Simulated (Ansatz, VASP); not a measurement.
# TiO2 in VASP and in Ansatz

INCAR

```
SYSTEM = TiO2
ALGO = Normal
EDIFF = 1E-6
ENCUT = 600
GGA = PE
GGA_COMPAT = .FALSE.
ISIF = 2
ISMEAR = 0
LASPH = .TRUE.
LCHARG = .TRUE.
LELF = .TRUE.
LREAL = .FALSE.
LVHAR = .TRUE.
LWAVE = .FALSE.
NBANDS = 19
NELM = 120
PREC = Accurate
SIGMA = 0.01
```

KPOINTS

```
k-points
0
G
  4 4 4
  0 0 0
```

Contents of POSCAR:

```
TiO2
1.0
    0.0000000000      2.3761821900      2.3761821900
    2.3761821900      0.0000000000      2.3761821900
    2.3761821900      2.3761821900      0.0000000000
Ti O
1 2
Direct
    0.0000000000      0.0000000000      0.0000000000
    0.2500000000      0.2500000000      0.2500000000
    0.7500000000      0.7500000000      0.7500000000
```

Input for Ansatz:

```yaml
crystal:
  lattice:
    - [0.0, 2.37618219, 2.37618219]
    - [2.37618219, 0.0, 2.37618219]
    - [2.37618219, 2.37618219, 0.0]
  atoms:
    - { symbol: Ti, position: [0.0, 0.0, 0.0] }
    - { symbol: O, position: [0.25, 0.25, 0.25] }
    - { symbol: O, position: [0.75, 0.75, 0.75] }
basis:
  precision: f64
  xc_grid: 2
  ecutwfc: 700
  ecutrho_ratio: 4
kpoints:
  mp_grid: { grid: [4, 4, 4], shift: [0, 0, 0] }
hamiltonian:
  xc: pbe
  dispersion: none
  pseudopotentials:
    kind: paw
    azcp:
      O: "pseudopotentials/O.paw.azcp"
      Ti: "pseudopotentials/Ti.paw.azcp"
magnetization:
  spin_polarized: false
scf:
  lower_state_search: "off"
  max_iter: 200
  occupations: { method: fixed }
  convergence: { dr2_threshold: "1e-10 eV" }
output:
  forces: true
  stress: true
  eigenvalues: true
```

Alike in both runs: task single point; functional PBE; k mesh 4 × 4 × 4; no spin polarisation.

|  | VASP | Ansatz |
| --- | --- | --- |
| version | VASP 6.6.1 | Ansatz 0.2.0-dev |
| potentials or method | VASP PAW PBE potentials, release 64 (Ti_sv, O), cutoff 600 eV | hard PAW set made for 700 eV |
| occupations | gaussian, width 0.01 eV | fixed |

Ansatz gave:

| Item | Value |
| --- | --- |
| gap on the k mesh at the Fermi level (eV) | 1.16 |

Q: What did VASP give for the same quantities?

A: gap on the k mesh at the Fermi level (eV): 1.15.

Ansatz's warnings: metallic iterate.

The k mesh is coarse, so the values compare programs but aren't converged.
